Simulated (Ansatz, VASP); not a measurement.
# MoH3: VASP beside Ansatz

```
CELL_PARAMETERS angstrom
3.61009 0.00000 0.00000
0.00000 3.61009 0.00000
0.00000 0.00000 3.61009
ATOMIC_POSITIONS crystal
H 0.00000 0.50000 0.75000
H 0.00000 0.50000 0.25000
H 0.25000 0.00000 0.50000
H 0.75000 0.00000 0.50000
H 0.50000 0.25000 0.00000
H 0.50000 0.75000 0.00000
Mo 0.50000 0.50000 0.50000
Mo 0.00000 0.00000 0.00000
```

Alike in both runs: functional PBE; k mesh 3 × 3 × 3; occupations gaussian, width 0.15 eV; no spin polarisation.

Ansatz relaxed the structure, and its values are those at the end. VASP's run is a single point on that final structure, the one shown.

```csv
,VASP,Ansatz
version,VASP 6.6.1,Ansatz 0.2.0
potentials or method,"VASP PAW PBE potentials, release 64 (H, Mo_sv), cutoff 500 eV","scalar-relativistic, plane waves, PAW"
valence electrons in the cell,34,34
```

|  | VASP | Ansatz | Ansatz less VASP |
| --- | --- | --- | --- |
| gap on the k mesh at the Fermi level (eV) | none | none | - |
| pressure (GPa) | 0.0 | 0.0 | +0.04 |

A gap of «none» marks a metal or a gap that the smearing closes.

The k mesh is coarse, so the values compare programs but aren't converged.
